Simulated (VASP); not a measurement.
# Sn (Immm) in VASP: notebook

Sn is run at these levels: PBE0, BLYP+D4, LDA; tasks: single point, relaxation of cell and atoms.

Program: VASP 6.6.1. These are calculated values, not measurements. Logs are shortened: lines on timing, memory, paths and dates and some standing lists are left out, and cuts for length are marked.

## (1) The cell of the first run

Symmetry: Immm, No. 71, orthorhombic system. The conventional cell has a = 3.453 Å, b = 3.551 Å, c = 4.677 Å, α = 90.00°, β = 90.00°, γ = 90.00°. Within 4.7 Å of Sn (site symmetry mmm) lie 14 Sn at 3.41 to 4.68 Å.

## (2) Single point, PBE0, non-collinear spin, zero start, spin-orbit coupling

Contents of POSCAR:

```
Sn
1.0
   -1.7265390000      1.7755470000      2.3383420000
    1.7265390000     -1.7755470000      2.3383420000
    1.7265390000      1.7755470000     -2.3383420000
Sn
1
Direct
    0.0000000000      0.0000000000      0.0000000000
```

Contents of INCAR.step1:

```
SYSTEM = Sn
PREC     = Accurate       ! precision mode
ENCUT    = 400            ! plane-wave cutoff, eV
EDIFF    = 1E-5           ! SCF threshold, eV
ISMEAR   = -1             ! smearing method
SIGMA    = 0.05           ! smearing width, eV
LREAL    = .FALSE.        ! projectors in reciprocal space
LASPH    = .TRUE.         ! aspherical terms in the spheres
NELM     = 200            ! most SCF steps
ALGO     = Normal         ! electronic algorithm
ISIF     = 2              ! what is computed and relaxed
LWAVE    = .TRUE.         ! write WAVECAR
LCHARG   = .FALSE.        ! write CHGCAR
LNONCOLLINEAR= .TRUE.         ! non-collinear magnetism
MAGMOM   = 0 0 0          ! initial moments
LORBIT   = 11             ! projections on sites
LSORBIT  = .TRUE.         ! spin-orbit coupling
GGA_COMPAT= .FALSE.      
LORBMOM  = .TRUE.       
GGA      = PE             ! functional
NBANDS   = 25             ! bands
KPAR     = 4
```

Contents of INCAR.step2:

```
SYSTEM = Sn
PREC     = Accurate       ! precision mode
ENCUT    = 400            ! plane-wave cutoff, eV
EDIFF    = 1E-6           ! SCF threshold, eV
ISMEAR   = -1             ! smearing method
SIGMA    = 0.05           ! smearing width, eV
LREAL    = .FALSE.        ! projectors in reciprocal space
LASPH    = .TRUE.         ! aspherical terms in the spheres
NELM     = 200            ! most SCF steps
ALGO     = Normal         ! electronic algorithm
ISIF     = 2              ! what is computed and relaxed
LWAVE    = .FALSE.        ! write WAVECAR
LCHARG   = .FALSE.        ! write CHGCAR
LNONCOLLINEAR= .TRUE.         ! non-collinear magnetism
MAGMOM   = 0 0 0          ! initial moments
LORBIT   = 11             ! projections on sites
LSORBIT  = .TRUE.         ! spin-orbit coupling
GGA_COMPAT= .FALSE.      
LORBMOM  = .TRUE.       
GGA      = PE             ! functional
LHFCALC  = .TRUE.         ! exact exchange
AEXX     = 0.25           ! exact-exchange fraction
PRECFOCK = Normal       
ISTART   = 1            
NBANDS   = 25             ! bands
KPAR     = 4
```

Contents of KPOINTS:

```
Automatic mesh
0
G
  5 5 5
  0 0 0
```

Potentials or basis: VASP PAW PBE potentials, release 64 (Sn_d).

Started as:

```bash
> cat potpaw_PBE.64/Sn_d/POTCAR > POTCAR
> cp INCAR.step1 INCAR
> mpirun -np 4 vasp_ncl > vasp.out
> cp INCAR.step2 INCAR
> mpirun -np 4 vasp_ncl > vasp.out
```

OUTCAR:

```text
SYSTEM = Sn
   PREC = Accurate
   ENCUT = 400
   EDIFF = 1E-6
   ISMEAR = -1
   LREAL = .FALSE.
   LASPH = .TRUE.
   NELM = 200
   ISIF = 2
   LNONCOLLINEAR = .TRUE.
   LORBIT = 11
   LSORBIT = .TRUE.
   GGA = PE
   LHFCALC = .TRUE.
   AEXX = 0.25
   PRECFOCK = Normal
   ISTART = 1

 ion  position               nearest neighbor table
   1  0.000  0.000  0.000-

  LATTYP: Found a body centered orthorhombic cell.
 ALAT       =     3.4530780000
 B/A-ratio  =     1.0283851103
 C/A-ratio  =     1.3543522620

  Lattice vectors:

 A1 = (  -1.7265390000,   1.7755470000,   2.3383420000)
 A2 = (   1.7265390000,  -1.7755470000,   2.3383420000)
 A3 = (   1.7265390000,   1.7755470000,  -2.3383420000)

Analysis of symmetry for initial positions (statically):
=====================================================================
 Subroutine PRICEL returns:
 Original cell was already a primitive cell.

 Routine SETGRP: Setting up the symmetry group for a
 body centered orthorhombic supercell.

 Subroutine GETGRP returns: Found  8 space group operations
 (whereof  8 operations were pure point group operations)
 out of a pool of  8 trial point group operations.

The static configuration has the point symmetry D_2h.

Analysis of symmetry for dynamics (positions and initial velocities):
=====================================================================
 Subroutine PRICEL returns:
 Original cell was already a primitive cell.

 Routine SETGRP: Setting up the symmetry group for a
 body centered orthorhombic supercell.

 Subroutine GETGRP returns: Found  8 space group operations
 (whereof  8 operations were pure point group operations)
 out of a pool of  8 trial point group operations.

The dynamic configuration has the point symmetry D_2h.

Analysis of structural, dynamic, and magnetic symmetry:
=====================================================================
 Subroutine PRICEL returns:
 Original cell was already a primitive cell.

 Routine SETGRP: Setting up the symmetry group for a
 body centered orthorhombic supercell.

 Subroutine GETGRP returns: Found  8 space group operations
 (whereof  8 operations were pure point group operations)
 out of a pool of  8 trial point group operations.

The overall configuration has the point symmetry D_2h.

 Subroutine INISYM returns: Found  8 space group operations
 (whereof  8 operations are pure point group operations),
 and found     1 'primitive' translations

----------------------------------------------------------------------------------------

                                     Primitive cell

  volume of cell :      28.6732

  direct lattice vectors                    reciprocal lattice vectors
    -1.726539000  1.775547000  2.338342000     0.000000000  0.281603359  0.213826720
     1.726539000 -1.775547000  2.338342000     0.289596702  0.000000000  0.213826720
     1.726539000  1.775547000 -2.338342000     0.289596702  0.281603359  0.000000000

  length of vectors
     3.406075069  3.406075069  3.406075069     0.353584952  0.359983494  0.403938983

  position of ions in fractional coordinates (direct lattice)
     0.000000000  0.000000000  0.000000000

  ion indices of the primitive-cell ions
   primitive index   ion index
                 1           1

----------------------------------------------------------------------------------------

 KPOINTS: Automatic mesh

Automatic generation of k-mesh.
 Grid dimensions read from file:
 generate k-points for:    5    5    5

 Generating k-lattice:

  Cartesian coordinates                     Fractional coordinates (reciprocal lattice)
     0.000000000  0.056320672  0.042765344     0.200000000  0.000000000 -0.000000000
     0.057919340  0.000000000  0.042765344     0.000000000  0.200000000  0.000000000
     0.057919340  0.056320672  0.000000000    -0.000000000  0.000000000  0.200000000

  Length of vectors
     0.070716990  0.071996699  0.080787797
[... 58 lines left out ...]
   IBRION =     -1    ionic relax: 0-MD 1-quasi-New 2-CG
   NFREE  =      0    steps in history (QN), initial steepest desc. (CG)
   ISIF   =      2    stress and relaxation
   ISYM   =      3    0-nonsym 1-usesym 2-fastsym
   POTIM  = 0.5000    time-step for ionic-motion
   TEBEG  =    0.0;   TEEND  =   0.0 temperature during run
   PSTRESS=    0.0 pullay stress
   NELECT =      14.0000    total number of electrons
   NUPDOWN=      -1.0000    fix difference up-down
   EMIN   =  10.00;   EMAX   =-10.00  energy-range for DOS
   EFERMI =   0.00;   METHOD = LEGACY
   ISMEAR =    -1;   SIGMA  =   0.05  broadening in eV -4-tet -1-fermi 0-gaus
   EFERMI_NEDOS =   21; number of points for ismear=-14 and -15
   IALGO  =     38    algorithm
   IMIX   =      1    mixing-type and parameters
     AMIX     =   0.40;   BMIX     =  1.00
     AMIX_MAG =   1.60;   BMIX_MAG =  1.00
  volume/ion in A,a.u.               =      28.67       193.50
[... 12 lines left out ...]
   HFSCREENC=   0.0000 screening length for correlation (either q_TF or 0.3 A-1)
   ENCUTFOCK=  -1.0 apply spherical cutoff to Coloumb kernel
   IVDW    =     0    specifies the selected vdW correction
   LEPSILON=     F    determine dielectric tensor
   LRPA    =     F    only Hartree local field effects (RPA)
  energy-cutoff  :      400.00
  volume of cell :       28.67
 maximum number of plane-waves:      1070
 NGX is ok and might be reduce to    24
  NGX = 18; NGY = 18; NGZ = 18

 number of electron      13.9999998 magnetization       0.0000000      0.0000000     -0.0000000

 number of electron      13.9999998 magnetization      -0.0000000     -0.0000000      0.0000000

 Free energy of the ion-electron system (eV)
  ---------------------------------------------------
  ext. energy  EPLUGINS =         0.00000000
  ---------------------------------------------------
  free energy    TOTEN  =        -4.89292688 eV

  energy without entropy =       -4.89032524  energy(sigma->0) =       -4.89162606

 E-fermi :   6.6592     XC(G=0):  -7.9930

 val. band max:        6.5601441264   @ k =   0.2000   0.2000   0.2000
 cond. band min:       7.3509705567   @ k =   0.4000  -0.4000   0.2000
 fundamental gap:      0.7908264303
 Fermi energy:         6.6591917323

 k-point     1 :       0.0000    0.0000    0.0000
  band No.  band energies     occupation
      1     -17.4535      1.00000
      2     -17.4535      1.00000
      3     -17.4270      1.00000
      4     -17.4270      1.00000
      5     -16.4118      1.00000
      6     -16.4118      1.00000
[... 661 lines left out ...]
     24      24.0787      0.00000
     25      24.4963      0.00000

 [... further k-points ...]

------------------------ aborting loop because EDIFF is reached ----------------------------------------

  FORCE on cell =-STRESS in cart. coord.  units (eV):
  Direction    XX          YY          ZZ          XY          YZ          ZX
  --------------------------------------------------------------------------------------
  -------------------------------------------------------------------------------------
  Total       -0.0889252     -0.6960241     -0.5930711     -0.0000000      0.0000000      0.0000000
  in kB       -4.9688854    -38.8918231    -33.1391020     -0.0000000      0.0000000      0.0000000
  external PRESSURE =     -25.6666035 kB  Pullay stress =       0.0000000 kB

 VOLUME and BASIS-vectors are now :
 -----------------------------------------------------------------------------
  energy-cutoff  :      400.00
  volume of cell :       28.67
      direct lattice vectors                 reciprocal lattice vectors
    -1.726539000  1.775547000  2.338342000     0.000000000  0.281603359  0.213826720
     1.726539000 -1.775547000  2.338342000     0.289596702  0.000000000  0.213826720
     1.726539000  1.775547000 -2.338342000     0.289596702  0.281603359  0.000000000

 POSITION                                       TOTAL-FORCE (eV/Angst)
 -----------------------------------------------------------------------------------
      0.00000      0.00000      0.00000         0.000000      0.000000      0.000000
 -----------------------------------------------------------------------------------
    total drift:                                0.000000     -0.000000     -0.000000

  FREE ENERGIE OF THE ION-ELECTRON SYSTEM (eV)
  ---------------------------------------------------
  free  energy   TOTEN  =        -4.8929268805 eV

  energy  without entropy=       -4.8903252379  energy(sigma->0) =       -4.89162606

 orbital moment (x)

 # of ion     p       d       tot
 ----------------------------------------
  1         0.000   0.000   0.000
 ----------------------------------------
            0.000   0.000   0.000

 orbital moment (y)

 # of ion     p       d       tot
 ----------------------------------------
  1        -0.000  -0.000  -0.000
 ----------------------------------------
           -0.000  -0.000  -0.000

 orbital moment (z)

 # of ion     p       d       tot
 ----------------------------------------
  1         0.000   0.000   0.000
 ----------------------------------------
            0.000   0.000   0.000

 Spin-Orbit-Coupling matrix elements

 Ion:    1  E_soc:     -0.1042482
 l=   1
     0.0000000    -0.0117293    -0.0114571
    -0.0117293     0.0000000    -0.0116603
    -0.0114571    -0.0116603     0.0000000
 l=   2
     0.0000000    -0.0011404     0.0000000    -0.0011372    -0.0046267
    -0.0011404     0.0000000    -0.0034531    -0.0011582    -0.0011463
     0.0000000    -0.0034531     0.0000000    -0.0034666     0.0000000
    -0.0011372    -0.0011582    -0.0034666     0.0000000    -0.0011489
    -0.0046267    -0.0011463     0.0000000    -0.0011489     0.0000000
 l=   3
     0.0000000     0.0000000     0.0000000     0.0000000     0.0000000     0.0000000     0.0000000
     0.0000000     0.0000000     0.0000000     0.0000000     0.0000000     0.0000000     0.0000000
     0.0000000     0.0000000     0.0000000     0.0000000     0.0000000     0.0000000     0.0000000
     0.0000000     0.0000000     0.0000000     0.0000000     0.0000000     0.0000000     0.0000000
     0.0000000     0.0000000     0.0000000     0.0000000     0.0000000     0.0000000     0.0000000
     0.0000000     0.0000000     0.0000000     0.0000000     0.0000000     0.0000000     0.0000000
     0.0000000     0.0000000     0.0000000     0.0000000     0.0000000     0.0000000     0.0000000

 total charge

# of ion       s       p       d       tot
------------------------------------------
    1        1.339   0.849   9.968  12.156

 magnetization (x)

# of ion       s       p       d       tot
------------------------------------------
    1       -0.000   0.000   0.000  -0.000

 magnetization (y)

# of ion       s       p       d       tot
------------------------------------------
    1       -0.000   0.000   0.000  -0.000

 magnetization (z)

# of ion       s       p       d       tot
------------------------------------------
    1        0.000  -0.000   0.000  -0.000
```

Run time: 23 min. Hardware: 4 MPI ranks of Intel Xeon Platinum 8259CL at 2.50GHz (Skylake/Cascade Lake), shared host; peak memory 0.21 GiB.

What came out:

```
Free energy                                           : -4.8929 eV
Pressure                                              : -2.6 GPa
Net moment                                            : 0.00 μB per cell
Valence electrons inside the program's atomic spheres : Sn 12.16
```

Moments on the atoms (μB; x, y, z):
```
Sn  0.00 0.00 0.00
```

Caveat: the k points lie up to 0.45 Å⁻¹ apart; the PAW data sets were made with another functional, which shifts forces and pressure a little.

## (3) Relaxation of cell and atoms, BLYP+D4

Contents of INCAR:

```
SYSTEM = Sn
PREC     = Accurate       ! precision mode
ENCUT    = 600            ! plane-wave cutoff, eV
EDIFF    = 1E-6           ! SCF threshold, eV
ISMEAR   = -1             ! smearing method
SIGMA    = 0.05           ! smearing width, eV
LREAL    = .False.        ! projectors in reciprocal space
LASPH    = .True.         ! aspherical terms in the spheres
NELM     = 100            ! most SCF steps
ALGO     = Normal         ! electronic algorithm
ISIF     = 3              ! what is computed and relaxed
LWAVE    = .False.        ! write WAVECAR
LCHARG   = .False.        ! write CHGCAR
GGA      = B5             ! functional
ALDAX    = 1.0          
AGGAX    = 1.0          
AGGAC    = 1.0          
ALDAC    = 0.0          
IVDW     = 13             ! dispersion correction
VDW_S6   = 1.0          
VDW_S8   = 2.34076671   
VDW_A1   = 0.44488865   
VDW_A2   = 4.0933009    
IBRION   = 2              ! ionic algorithm
NSW      = 80             ! ionic steps
EDIFFG   = -0.005         ! ionic threshold
```

Contents of KPOINTS:

```
Automatic mesh
0
Gamma
  11 11 11
  0 0 0
```

POSCAR is that of step 2.

Potentials or basis: VASP PAW PBE potentials, release 64 (Sn_d).

Started as:

```bash
> cat potpaw_PBE.64/Sn_d/POTCAR > POTCAR
> mpirun -np 1 vasp_std > vasp.out
```

Wall time 5.2 min (1 thread of Intel Xeon 6975P-C (Granite Rapids), shared host); peak memory 0.24 GiB.

The run converged. Its results:

```
Free energy                           : -3.6977 eV
Relaxed volume                        : 28.19 Å³/atom
Relaxed cell                          : a = 3.401 Å, b = 3.401 Å, c = 3.401 Å, α = 119.12°, β = 119.09°, γ = 91.56°
Space group after relaxing (to 0.1 Å) : I4/mmm (No. 139)
Energy gained by relaxing             : 4.6 meV/atom
Ionic steps                           : 19
Pressure after relaxing               : 0.0 GPa
Band gap on the k mesh                : zero (bands 7 and 8 overlap by 8.84 eV)
Dispersion energy per atom            : -0.760 eV
```

Step by step:
| step | energy change (eV) | largest force (eV/Å) | pressure (GPa) | volume (Å³) |
| --- | --- | --- | --- | --- |
| 1 | 0.0000 | 0.0000 | -0.83 | 28.67 |
| 2 | -0.0033 | 0.0000 | 0.30 | 28.06 |
| 3 | -0.0033 | 0.0000 | 0.19 | 28.03 |
| 4 | -0.0034 | 0.0000 | 0.33 | 27.96 |
| 5 | -0.0042 | 0.0000 | 0.08 | 28.08 |
| 6 | -0.0043 | 0.0000 | 0.08 | 28.12 |
| 7 | -0.0041 | 0.0000 | -0.09 | 28.20 |
| 8 | -0.0043 | 0.0000 | 0.08 | 28.14 |
| 9 | -0.0044 | 0.0000 | -0.03 | 28.20 |
| 10 | -0.0044 | 0.0000 | -0.13 | 28.27 |
| 11 | -0.0045 | 0.0000 | -0.10 | 28.21 |
| 12 | -0.0045 | 0.0000 | 0.14 | 28.12 |
| 13 | -0.0045 | 0.0000 | 0.04 | 28.16 |
| 14 | -0.0045 | 0.0000 | 0.00 | 28.18 |
| 15 | -0.0045 | 0.0000 | 0.00 | 28.17 |
| 16 | -0.0045 | 0.0000 | -0.01 | 28.17 |
| 17 | -0.0045 | 0.0000 | 0.05 | 28.17 |
| 18 | -0.0045 | 0.0000 | 0.03 | 28.18 |
| 19 | -0.0046 | 0.0000 | 0.01 | 28.19 |

Final structure:
```
Sn
1.0
    -1.72321    1.72410    2.37231
     1.72321   -1.72410    2.37231
     1.72321    1.72410   -2.37231
Sn
1
Cartesian
  0.0000 0.0000 0.0000
```

Levels at points of the mesh, in eV from the Fermi level:
```csv
k point,band 3,band 4,band 5,band 6,band 7,band 8,band 9,band 10,band 11
"(0.00, 0.00, 0.00)",-21.53,-21.48,-21.46,-10.90,7.15,7.18,7.19,10.89,11.68
```

Caveat: the PAW data sets were made with another functional, which shifts forces and pressure a little; spin-orbit coupling is left out, which moves the levels of the heavy elements.

## (4) Relaxation of cell and atoms, LDA

Contents of INCAR:

```
  PREC = Accurate
  ENCUT = 600
  EDIFF = 1E-7
  ISMEAR = -1
  SIGMA = 0.05
  LREAL = False
  LASPH = True
  NELM = 100
  ALGO = Normal
  ISIF = 3
  LWAVE = False
  LCHARG = False
  IBRION = 2
  NSW = 80
  EDIFFG = -0.01
```

Contents of KPOINTS:

```
regular mesh
0
Gamma
  11 11 11
```

POSCAR is that of step 3.

Potentials or basis: VASP PAW LDA potentials, release 64 (Sn_d).

Started as:

```bash
> cat potpaw_LDA.64/Sn_d/POTCAR > POTCAR
> mpirun -np 1 vasp_std > vasp.out
```

Wall time 2.8 min (1 thread of Intel Xeon 6975P-C (Granite Rapids), shared host); peak memory 0.22 GiB.

It converged, with:

```yaml
Free_energy: -4.4490 eV
Relaxed_volume: 25.93 Å³/atom
Relaxed_cell: a = 3.301 Å, b = 3.301 Å, c = 3.301 Å, α = 118.65°, β = 118.65°, γ = 92.36°
Space_group_after_relaxing_to_0.1_Å: I4/mmm (No. 139)
Energy_gained_by_relaxing: 47.5 meV/atom
Ionic_steps: 11
Pressure_after_relaxing: 0.0 GPa
Band_gap_on_the_k_mesh: zero (bands 7 and 8 overlap by 9.92 eV)
```

Step by step:
```
step  energy change (eV)  largest force (eV/Å)  pressure (GPa)  volume (Å³)
   1              0.0000                0.0000           -4.80        28.67
   2             -0.0433                0.0000            1.71        25.25
   3             -0.0464                0.0000            0.09        25.90
   4             -0.0472                0.0000            0.06        25.91
   5             -0.0474                0.0000            0.04        25.92
   6             -0.0474                0.0000            0.03        25.92
   7             -0.0474                0.0000            0.02        25.92
   8             -0.0474                0.0000           -0.02        25.94
   9             -0.0475                0.0000           -0.09        25.97
  10             -0.0475                0.0000            0.06        25.92
  11             -0.0475                0.0000            0.00        25.93
```

Final structure:
```
Sn
1.0
    -1.68421    1.68419    2.28571
     1.68421   -1.68419    2.28571
     1.68421    1.68419   -2.28571
Sn
1
Direct
  0.00000 0.00000 0.00000
```

Levels at points of the mesh, in eV from the Fermi level:
| k point | band 3 | band 4 | band 5 | band 6 | band 7 | band 8 | band 9 | band 10 | band 11 |
| --- | --- | --- | --- | --- | --- | --- | --- | --- | --- |
| (0.00, 0.00, 0.00) | -21.43 | -21.38 | -21.34 | -11.48 | 7.95 | 8.04 | 8.04 | 10.81 | 12.19 |

Caveat: spin-orbit coupling is left out, which moves the levels of the heavy elements.

## (5) The runs side by side

| task | level | potentials or basis | spin | cell | k mesh | cutoff (eV) | grid for exact exchange (PRECFOCK) | share of exact exchange | gap on the mesh (eV) | pressure (GPa) | relaxed volume (Å³/atom) |
| --- | --- | --- | --- | --- | --- | --- | --- | --- | --- | --- | --- |
| single point | PBE0 | VASP PAW PBE potentials, release 64 (Sn_d) | non-collinear, zero start, SOC | as given | 5 × 5 × 5 | 400 | Normal | 0.25 | - | -2.6 | - |
| relaxation of cell and atoms | BLYP+D4 | VASP PAW PBE potentials, release 64 (Sn_d) | off | relaxed | 11 × 11 × 11 | 600 | - | - | none | 0.0 | 28.19 |
| relaxation of cell and atoms | LDA | VASP PAW LDA potentials, release 64 (Sn_d) | off | relaxed | 11 × 11 × 11 | 600 | - | - | none | 0.0 | 25.93 |

Alike in all rows: smearing fermi-dirac 0.05 eV.

Caveats: some runs use coarse meshes; the PAW data sets were made with another functional, which shifts forces and pressure a little (at least some runs); spin-orbit coupling is left out, which moves the levels of the heavy elements (at least some runs).

Absolute energies hang on the potentials; compare differences alone.
